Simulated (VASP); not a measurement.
# Rh (Im-3m) in VASP: a series of runs

Rh is run at these levels: PBEsol; tasks: single point.

All numbers are computed with VASP 6.6.1; they aren't measurements. Logs are shortened: lines on timing, memory, paths and dates and some standing lists are left out, and cuts for length are marked.

**1. The cell of the first run**

The structure is cubic, space group Im-3m (No. 229). The conventional cell has a = 3.132 Å, b = 3.132 Å, c = 3.132 Å, α = 90.00°, β = 90.00°, γ = 90.00°. Within 3.6 Å of Rh (site symmetry m-3m) lie 14 Rh at 2.71 to 3.13 Å.

**2. Single point, PBEsol (Pd replaced by Rh, lengths x 1.013, strained)**

File INCAR:

```
PREC = Accurate
ENCUT = 520
EDIFF = 1E-6
ISMEAR = 0
SIGMA = 0.1
LREAL = F
LASPH = T
NELM = 100
ALGO = Normal
ISIF = 2
LWAVE = F
LCHARG = T
GGA = PS
LELF = T
LVHAR = T
NBANDS = 14
```

File KPOINTS:

```
regular mesh
0
Gamma
  8 8 8
```

File POSCAR:

```
Rh
1.0
   -1.5660921400      1.5660921400      1.5660921400
    1.5660921400     -1.5660921400      1.5660921400
    1.5660921400      1.5660921400     -1.5660921400
Rh
1
Direct
    0.0000000000      0.0000000000      0.0000000000
```

Potentials or basis: VASP PAW PBE potentials, release 64 (Rh_pv).

Command:

```
$ cat potpaw_PBE.64/Rh_pv/POTCAR > POTCAR
$ mpirun -np 1 vasp_std > vasp.out
```

OUTCAR:

```text
PREC = Accurate
   ENCUT = 520
   EDIFF = 1E-6
   ISMEAR = 0
   LREAL = F
   LASPH = T
   NELM = 100
   ISIF = 2
   GGA = PS

 ion  position               nearest neighbor table
   1  0.000  0.000  0.000-

  LATTYP: Found a body centered cubic cell.
 ALAT       =     3.1321842800

  Lattice vectors:

 A1 = (  -1.5660921400,   1.5660921400,   1.5660921400)
 A2 = (   1.5660921400,  -1.5660921400,   1.5660921400)
 A3 = (   1.5660921400,   1.5660921400,  -1.5660921400)

Analysis of symmetry for initial positions (statically):
=====================================================================
 Subroutine PRICEL returns:
 Original cell was already a primitive cell.

 Routine SETGRP: Setting up the symmetry group for a
 body centered cubic supercell.

 Subroutine GETGRP returns: Found 48 space group operations
 (whereof 48 operations were pure point group operations)
 out of a pool of 48 trial point group operations.

The static configuration has the point symmetry O_h .

Analysis of symmetry for dynamics (positions and initial velocities):
=====================================================================
 Subroutine PRICEL returns:
 Original cell was already a primitive cell.

 Routine SETGRP: Setting up the symmetry group for a
 body centered cubic supercell.

 Subroutine GETGRP returns: Found 48 space group operations
 (whereof 48 operations were pure point group operations)
 out of a pool of 48 trial point group operations.

The dynamic configuration has the point symmetry O_h .

 Subroutine INISYM returns: Found 48 space group operations
 (whereof 48 operations are pure point group operations),
 and found     1 'primitive' translations

----------------------------------------------------------------------------------------

                                     Primitive cell

  volume of cell :      15.3643

  direct lattice vectors                    reciprocal lattice vectors
    -1.566092140  1.566092140  1.566092140     0.000000000  0.319266017  0.319266017
     1.566092140 -1.566092140  1.566092140     0.319266017  0.000000000  0.319266017
     1.566092140  1.566092140 -1.566092140     0.319266017  0.319266017  0.000000000

  length of vectors
     2.712551156  2.712551156  2.712551156     0.451510331  0.451510331  0.451510331

  position of ions in fractional coordinates (direct lattice)
     0.000000000  0.000000000  0.000000000

  ion indices of the primitive-cell ions
   primitive index   ion index
                 1           1

----------------------------------------------------------------------------------------

 KPOINTS: regular mesh

Automatic generation of k-mesh.
 Grid dimensions read from file:
 generate k-points for:    8    8    8

 Generating k-lattice:

  Cartesian coordinates                     Fractional coordinates (reciprocal lattice)
     0.000000000  0.039908252  0.039908252     0.125000000  0.000000000  0.000000000
     0.039908252  0.000000000  0.039908252     0.000000000  0.125000000  0.000000000
     0.039908252  0.039908252  0.000000000     0.000000000  0.000000000  0.125000000

  Length of vectors
     0.056438791  0.056438791  0.056438791

  Shift w.r.t. Gamma in fractional coordinates (k-lattice)
     0.000000000  0.000000000  0.000000000

 Subroutine IBZKPT returns following result:
 ===========================================

 Found     29 irreducible k-points:

 Following reciprocal coordinates:
            Coordinates               Weight
  0.000000  0.000000  0.000000      1.000000
  0.125000  0.000000  0.000000     12.000000
  0.250000  0.000000  0.000000     12.000000
  0.375000  0.000000  0.000000     12.000000
  0.500000  0.000000  0.000000      6.000000
  0.125000  0.125000  0.000000     24.000000
[... 16 lines left out ...]
 -0.250000  0.250000  0.250000      6.000000
 -0.375000  0.375000  0.250000     24.000000
 [... further k-points ...]
   k-points           NKPTS =     29   k-points in BZ     NKDIM =     29   number of bands    NBANDS=     14
   number of dos      NEDOS =    301   number of ions     NIONS =      1
   total plane-waves  NPLWV =   8000
   dimension x,y,z NGX =    20 NGY =   20 NGZ =   20
   dimension x,y,z NGXF=    40 NGYF=   40 NGZF=   40
   ions per type =               1
   NGX,Y,Z   is equivalent  to a cutoff of  12.26, 12.26, 12.26 a.u.
   NGXF,Y,Z  is equivalent  to a cutoff of  24.52, 24.52, 24.52 a.u.
 SYSTEM =  unknown system
   PREC   = accura    normal or accurate (medium, high low for compatibility)
   ISTART =      0    job   : 0-new  1-cont  2-samecut
   ICHARG =      2    charge: 1-file 2-atom 10-const
   ISPIN  =      1    spin polarized calculation?
   LNONCOLLINEAR =      F non collinear calculations
   LSORBIT =      F    spin-orbit coupling
   LASPH  =      T    aspherical Exc in radial PAW
   ENCUT  =  520.0 eV  38.22 Ry    6.18 a.u.   5.04  5.04  5.04*2*pi/ulx,y,z
   NELM   =    100;   NELMIN=  2; NELMDL= -5     # of ELM steps
   EDIFF  = 0.1E-05   stopping-criterion for ELM
   LREAL  =      F    real-space projection
   EDIFFG = 0.1E-04   stopping-criterion for IOM
   NSW    =      0    number of steps for IOM
   IBRION =     -1    ionic relax: 0-MD 1-quasi-New 2-CG
   NFREE  =      0    steps in history (QN), initial steepest desc. (CG)
   ISIF   =      2    stress and relaxation
   ISYM   =      2    0-nonsym 1-usesym 2-fastsym
   POTIM  = 0.5000    time-step for ionic-motion
   TEBEG  =    0.0;   TEEND  =   0.0 temperature during run
   PSTRESS=    0.0 pullay stress
   NELECT =      15.0000    total number of electrons
   NUPDOWN=      -1.0000    fix difference up-down
   EMIN   =  10.00;   EMAX   =-10.00  energy-range for DOS
   EFERMI =   0.00;   METHOD = LEGACY
   ISMEAR =     0;   SIGMA  =   0.10  broadening in eV -4-tet -1-fermi 0-gaus
   EFERMI_NEDOS =   21; number of points for ismear=-14 and -15
   IALGO  =     38    algorithm
   IMIX   =      4    mixing-type and parameters
     AMIX     =   0.40;   BMIX     =  1.00
     AMIX_MAG =   1.60;   BMIX_MAG =  1.00
  volume/ion in A,a.u.               =      15.36       103.68
  Fermi-wavevector in a.u.,A,eV,Ry     =   1.624057  3.069023 35.886199  2.637561
  Thomas-Fermi vector in A             =   2.717406
   LORBIT       =      0    0 simple, 1 ext, 2 COOP (PROOUT), +10 PAW based schemes
   GGA     = PS    functional components
   LHFCALC =     F    Hartree Fock is set to
   AEXX    =    0.0000 exact exchange contribution
   IVDW    =     0    specifies the selected vdW correction
   LEPSILON=     F    determine dielectric tensor
   LRPA    =     F    only Hartree local field effects (RPA)
 non-spin polarized calculation
 Gauss-broadening in eV      SIGMA  =   0.10
  energy-cutoff  :      520.00
  volume of cell :       15.36
 maximum number of plane-waves:       427
   NGX =  9   NGY =  9   NGZ =  9

 number of electron      15.0000000 magnetization

 Free energy of the ion-electron system (eV)
  ---------------------------------------------------
  ext. energy  EPLUGINS =         0.00000000
  ---------------------------------------------------
  free energy    TOTEN  =        -7.64383697 eV

  energy without entropy =       -7.62873008  energy(sigma->0) =       -7.63628352

 E-fermi :   9.6803     XC(G=0): -13.4992

 val. band max:        9.6602903680   @ k =   0.2500   0.2500   0.2500
 cond. band min:       9.6981057934   @ k =  -0.3750  -0.3750   0.1250
 fundamental gap:      0.0378154254
 Fermi energy:         9.6802556103

 k-point     1 :       0.0000    0.0000    0.0000
  band No.  band energies     occupation
      1     -36.1789      2.00000
      2     -36.1789      2.00000
      3     -36.1789      2.00000
      4       2.5867      2.00000
      5       7.1516      2.00000
      6       7.1516      2.00000
      7       7.1516      2.00000
      8       9.3184      2.00000
      9       9.3184      2.00000
     10      27.9370      0.00000
     11      27.9370      0.00000
     12      27.9370      0.00000
     13      30.7808      0.00000
     14      36.8659      0.00000

 k-point     2 :       0.1250    0.0000    0.0000
  band No.  band energies     occupation
      1     -36.2556      2.00000
      2     -36.2048      2.00000
      3     -36.1787      2.00000
      4       3.1667      2.00000
      5       6.9359      2.00000
      6       7.1437      2.00000
      7       7.6017      2.00000
      8       9.0916      2.00000
      9       9.3364      2.00000
     10      27.7450      0.00000
     11      27.9802      0.00000
     12      28.7236      0.00000
     13      30.7779      0.00000
     14      34.0775      0.00000

 k-point     3 :       0.2500    0.0000    0.0000
  band No.  band energies     occupation
      1     -36.4381      2.00000
      2     -36.2670      2.00000
      3     -36.1783      2.00000
      4       4.4078      2.00000
      5       6.4516      2.00000
      6       7.3256      2.00000
      7       8.8178      2.00000
      8       8.9563      2.00000
      9       9.4116      1.99986
     10      25.0336      0.00000
     11      26.6834      0.00000
     12      30.7220      0.00000
     13      30.7758      0.00000
     14      32.2218      0.00000
[... 324 lines left out ...]
 k-point    23 :      -0.2500    0.2500    0.2500
  band No.  band energies     occupation
      1     -36.4440      2.00000
      2     -36.3609      2.00000
      3     -36.3609      2.00000
      4       5.7324      2.00000
      5       6.7225      2.00000
      6       7.8042      2.00000
      7       7.8042      2.00000
      8       8.7300      2.00000
      9      10.8616      0.00000
     10      26.1221      0.00000
     11      26.5769      0.00000
     12      26.5769      0.00000
     13      27.0706      0.00000
     14      30.7831      0.00000

 k-point    24 :      -0.3750    0.3750    0.2500
  band No.  band energies     occupation
      1     -36.5621      2.00000
      2     -36.4266      2.00000
      3     -36.3727      2.00000
      4       5.7032      2.00000
      5       6.1245      2.00000
      6       7.8106      2.00000
      7       8.4403      2.00000
      8      10.0186      0.00000
      9      12.8886      0.00000
     10      21.6910      0.00000
     11      24.0186      0.00000
     12      26.2749      0.00000
     13      28.5954      0.00000
     14      30.7808      0.00000

 [... further k-points ...]

------------------------ aborting loop because EDIFF is reached ----------------------------------------

  FORCE on cell =-STRESS in cart. coord.  units (eV):
  Direction    XX          YY          ZZ          XY          YZ          ZX
  --------------------------------------------------------------------------------------
  -------------------------------------------------------------------------------------
  Total       -2.0166487     -2.0166487     -2.0166487      0.0000000      0.0000000     -0.0000000
  in kB     -210.2949791   -210.2949791   -210.2949791      0.0000000      0.0000000     -0.0000000
  external PRESSURE =    -210.2949791 kB  Pullay stress =       0.0000000 kB

 VOLUME and BASIS-vectors are now :
 -----------------------------------------------------------------------------
  energy-cutoff  :      520.00
  volume of cell :       15.36
      direct lattice vectors                 reciprocal lattice vectors
    -1.566092140  1.566092140  1.566092140     0.000000000  0.319266017  0.319266017
     1.566092140 -1.566092140  1.566092140     0.319266017  0.000000000  0.319266017
     1.566092140  1.566092140 -1.566092140     0.319266017  0.319266017  0.000000000

 POSITION                                       TOTAL-FORCE (eV/Angst)
 -----------------------------------------------------------------------------------
      0.00000      0.00000      0.00000         0.000000      0.000000      0.000000
 -----------------------------------------------------------------------------------
    total drift:                                0.000000     -0.000000      0.000000

  FREE ENERGIE OF THE ION-ELECTRON SYSTEM (eV)
  ---------------------------------------------------
  free  energy   TOTEN  =        -7.6438369690 eV

  energy  without entropy=       -7.6287300810  energy(sigma->0) =       -7.63628352
```

Wall time 2.9 s (1 thread of Intel Xeon 6975P-C (Granite Rapids), shared host); peak memory 0.13 GiB.

What came out:

| Quantity | Value |
| --- | --- |
| Free energy | -7.6438 eV |
| Pressure | -21.0 GPa |

Caveat: the cell differs from its parent crystal (Pd replaced by Rh, lengths x 1.013, strained); the PAW data sets were made with another functional, which shifts forces and pressure a little.

**3. Single point, PBEsol (Pd replaced by Rh, lengths x 1.013, strained)**

File INCAR:

```
ALGO = Normal
EDIFF = 1E-7
ENCUT = 520
GGA = PS
ISIF = 2
ISMEAR = 0
LASPH = True
LCHARG = False
LREAL = False
LWAVE = False
NBANDS = 14
NELM = 80
PREC = Accurate
SIGMA = 0.1
```

File KPOINTS:

```
k-points
0
Gamma
  8 8 8
```

File POSCAR:

```
Rh
1.0
   -1.5860479377      1.5860479377      1.5860479377
    1.5860479377     -1.5860479377      1.5860479377
    1.5860479377      1.5860479377     -1.5860479377
Rh
1
Direct
    0.0000000000      0.0000000000      0.0000000000
```

Potentials or basis: VASP PAW PBE potentials, release 64 (Rh_pv).

Command:

```
$ cat potpaw_PBE.64/Rh_pv/POTCAR > POTCAR
$ mpirun -np 1 vasp_std > vasp.out
```

Wall time 3.2 s (1 thread of Intel Xeon 6975P-C (Granite Rapids), shared host); peak memory 0.12 GiB.

Results (log left out):

```
Free energy : -7.5561 eV
Pressure    : -26.2 GPa
```

Levels at points of the mesh, in eV from the Fermi level:
```csv
k point,band 4,band 5,band 6,band 7,band 8,band 9,band 10,band 11,band 12,band 13
"(0.00, 0.00, 0.00)",-6.84,-2.39,-2.39,-2.39,-0.34,-0.34,18.17,18.17,18.17,21.19
"(0.50, 0.00, 0.00)",-4.85,-3.62,-0.42,-0.08,1.28,1.35,7.98,14.26,16.98,21.18
"(0.50, 0.50, 0.50)",-4.74,-4.74,0.88,0.88,0.88,8.78,8.78,8.78,17.01,17.38
```

Caveat: the cell differs from its parent crystal (Pd replaced by Rh, lengths x 1.013, strained); the PAW data sets were made with another functional, which shifts forces and pressure a little.

**4. Single point, PBEsol (Pd replaced by Rh, lengths x 1.013, strained)**

File INCAR:

```
  PREC = Accurate
  ENCUT = 520
  EDIFF = 1E-7
  ISMEAR = 0
  SIGMA = 0.1
  LREAL = F
  LASPH = T
  NELM = 80
  ALGO = Normal
  ISIF = 2
  LWAVE = F
  LCHARG = T
  GGA = PS
  LELF = T
  LVHAR = T
  NBANDS = 14
```

File KPOINTS:

```
regular mesh
0
Gamma
  18 18 18
```

File POSCAR:

```
Rh
1.0
   -1.5660921400      1.5660921400      1.5660921400
    1.5660921400     -1.5660921400      1.5660921400
    1.5660921400      1.5660921400     -1.5660921400
Rh
1
Direct
    0.0000000000      0.0000000000      0.0000000000
```

Command:

```
$ cat potpaw_PBE.64/Rh_pv/POTCAR > POTCAR
$ mpirun -np 1 vasp_std > vasp.out
```

Run time: 14 s. Hardware: 1 thread of Intel Xeon 6975P-C (Granite Rapids), shared host; peak memory 0.15 GiB.

The run converged. Its results:

```
Free energy : -7.6463 eV
Pressure    : -21.0 GPa
```

Levels at points of the mesh, in eV from the Fermi level:
| k point | band 3 | band 4 | band 5 | band 6 | band 7 | band 8 | band 9 | band 10 | band 11 | band 12 |
| --- | --- | --- | --- | --- | --- | --- | --- | --- | --- | --- |
| (0.00, 0.00, 0.00) | -45.86 | -7.10 | -2.53 | -2.53 | -2.53 | -0.37 | -0.37 | 18.25 | 18.25 | 18.25 |
| (0.50, 0.00, 0.00) | -45.86 | -5.13 | -3.85 | -0.45 | -0.08 | 1.31 | 1.37 | 8.34 | 14.35 | 17.37 |
| (0.50, 0.50, 0.50) | -46.23 | -5.04 | -5.04 | 0.94 | 0.94 | 0.94 | 8.94 | 8.94 | 8.94 | 17.66 |

Caveat: the cell differs from its parent crystal (Pd replaced by Rh, lengths x 1.013, strained); the PAW data sets were made with another functional, which shifts forces and pressure a little.

**5. Overview**

| cell | k mesh | gap on the mesh (eV) | pressure (GPa) |
| --- | --- | --- | --- |
| a = 2.713 Å, angles 109.5°, 1 atom | 8 × 8 × 8 | none | -21.0 |
| a = 2.747 Å, angles 109.5°, 1 atom | 8 × 8 × 8 | none | -26.2 |
| a = 2.713 Å, angles 109.5°, 1 atom | 18 × 18 × 18 | none | -21.0 |

Alike in all rows: task single point; level PBEsol; potentials or basis VASP PAW PBE potentials, release 64 (Rh_pv); no spin polarisation; cutoff (eV) 520; smearing gaussian 0.1 eV.

Caveats: the PAW data sets were made with another functional, which shifts forces and pressure a little.

Total energies depend on the potentials used, so only differences within one code and one set of settings carry meaning.
